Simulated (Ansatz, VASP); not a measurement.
**One calculation of AlAs, two programs**

File INCAR:

```
PREC     = Accurate       # precision mode
ENCUT    = 500            # plane-wave cutoff, eV
EDIFF    = 1E-6           # SCF threshold, eV
ISMEAR   = 0              # smearing method
SIGMA    = 0.02           # smearing width, eV
LREAL    = False          # projectors in reciprocal space
LASPH    = True           # aspherical terms in the spheres
NELM     = 120            # most SCF steps
ALGO     = Normal         # electronic algorithm
ISIF     = 2              # what is computed and relaxed
LWAVE    = False          # write WAVECAR
LCHARG   = True           # write CHGCAR
GGA      = PS             # functional
LELF     = True           # ELF
LVHAR    = True         
NBANDS   = 16             # bands
GGA_COMPAT= False
```

KPOINTS

```
regular mesh
0
Gamma
  8 6 8
```

File POSCAR:

```
AlAs
1.0
    4.0132671924      0.0000000000      0.0000000000
    0.0000000000      5.6756168930      0.0000000000
    0.0000000000      0.0000000000      4.0120092329
Al As
2 2
Direct
    0.0000000000      0.0000000000      0.0000000000
    0.5000000000      0.5000000000      0.5000000000
    0.0000000000      0.2500000000      0.5000000000
    0.5000000000      0.7500000000      0.0000000000
```

Input for Ansatz:

```yaml
crystal:
  lattice:
    - [4.0132671924, 0.0, 0.0]
    - [0.0, 5.675616893, 0.0]
    - [0.0, 0.0, 4.0120092329]
  atoms:
    - { symbol: Al, position: [0.0, 0.0, 0.0] }
    - { symbol: Al, position: [0.5, 0.5, 0.5] }
    - { symbol: As, position: [0.0, 0.25, 0.5] }
    - { symbol: As, position: [0.5, 0.75, 0.0] }
basis:
  ecutwfc: 420
kpoints:
  mp_grid: { grid: [8, 6, 8] }
  band_path:
    path:
      - [[0.0, 0.0, 0.0], [0.0, -1.0, 0.0], [0.0, -1.0, 0.2501567]]
      - [[0.0, 0.0, 0.7498433], [0.0, 0.0, 0.0], [-0.75, 0.0, 0.0]]
      - [[-0.25, -1.0, 0.0], [0.0, -1.0, 0.0]]
      - [[0.0, 0.0, 0.0], [0.0, -0.5, 0.5], [-0.5, -0.5, 0.5], [-0.5, -0.5, 0.0], [0.0, 0.0, 0.0], [-0.5, 0.0, 0.5], [-0.5, -0.5, 0.5]]
    npoints: 10
hamiltonian:
  xc: pbesol
scf:
  occupations: { method: gaussian, width: 0.02 }
  n_extra_bands: 8
output:
  forces: true
  stress: true
  eigenvalues: true
```

Alike in both runs: task single point; functional PBEsol; k mesh 8 × 6 × 8; occupations gaussian, width 0.02 eV; no spin polarisation.

|  | VASP | Ansatz |
| --- | --- | --- |
| version | VASP 6.6.1 | Ansatz 0.2.0 |
| potentials or method | VASP PAW PBE potentials, release 64 (Al, As), cutoff 500 eV | scalar-relativistic, plane waves, PAW |
| valence electrons in the cell | 16 | 36 |

```csv
,VASP,Ansatz,Ansatz less VASP
gap on the k mesh at the Fermi level (eV),1.33,1.34,+0.012
least direct gap on the mesh (eV),1.33,1.34,+0.012
pressure (GPa),0.3,0.0,-0.27
```

VASP's potentials were made for PBE, not for PBEsol. With one functional, cell and mesh, what is left measures potentials, basis and numerics. VASP's potentials hold 16 valence electrons a cell and Ansatz's 36, so a difference there can come from the potentials and not from the codes.
